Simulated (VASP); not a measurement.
Crystal: Si2C.

```
C Si
1.0
     3.24421    0.00000    0.00000
    -1.62211    2.80957    0.00000
     0.00000    0.00000    7.94667
C Si
2 4
Direct
  0.33333 0.66667 0.70833
  0.66667 0.33333 0.29167
  0.00000 0.00000 0.37500
  0.66667 0.33333 0.04167
  0.00000 0.00000 0.62500
  0.33333 0.66667 0.95833
```

| Item | Value |
| --- | --- |
| Program | VASP 6.6.1 |
| Task | relaxation of cell and atoms |
| Functional | PBE |
| Potentials or basis | VASP PAW PBE potentials, release 64 (C, Si) |
| Cutoff | 600 eV |
| k mesh | 12 × 12 × 4 |
| Occupations | fermi-dirac, width 0.02 eV |
| Spin | no spin polarisation |

At the start: pressure 33.0 GPa; volume 12.07 Å³/atom.

Task: How do energy, volume and symmetry change on relaxing?

Result: Over 20 steps the energy falls by 531.4 meV/atom and the volume is 13.06 Å³/atom (+8.2 %); space group P-3m1 (No. 164, to 0.1 Å) before and after.

The path:
```csv
step,energy change (eV),largest force (eV/Å),pressure (GPa),volume (Å³)
1,0.0000,7.9214,33.02,72.43
2,0.5462,3.4609,-16.77,101.77
3,-2.8863,1.2590,-4.08,83.11
4,-2.9132,0.9878,-2.52,82.27
5,-2.9176,1.2745,-1.47,81.76
6,-3.0595,0.4762,-1.77,80.93
7,-3.0629,0.6891,-1.85,80.75
8,-3.1678,0.4084,-1.07,79.37
9,-3.1821,0.2927,-0.41,78.55
10,-3.1824,0.3066,-0.48,78.65
11,-3.1824,0.3128,-0.52,78.69
12,-3.1867,0.1051,-0.08,78.53
13,-3.1868,0.1198,-0.06,78.52
14,-3.1877,0.0654,-0.06,78.47
15,-3.1881,0.0714,-0.06,78.43
16,-3.1885,0.0324,0.02,78.36
17,-3.1885,0.0256,0.03,78.35
18,-3.1885,0.0246,0.03,78.35
19,-3.1886,0.0056,-0.01,78.36
20,-3.1886,0.0017,0.00,78.36
```

Final structure:
```
CELL_PARAMETERS angstrom
3.24057 0.00000 0.00000
-1.62028 2.80642 0.00000
0.00000 0.00000 8.61602
ATOMIC_POSITIONS crystal
C 0.33333 0.66667 0.70740
C 0.66667 0.33333 0.29260
Si 0.00000 0.00000 0.36180
Si 0.66667 0.33333 0.07156
Si 0.00000 0.00000 0.63820
Si 0.33333 0.66667 0.92844
```
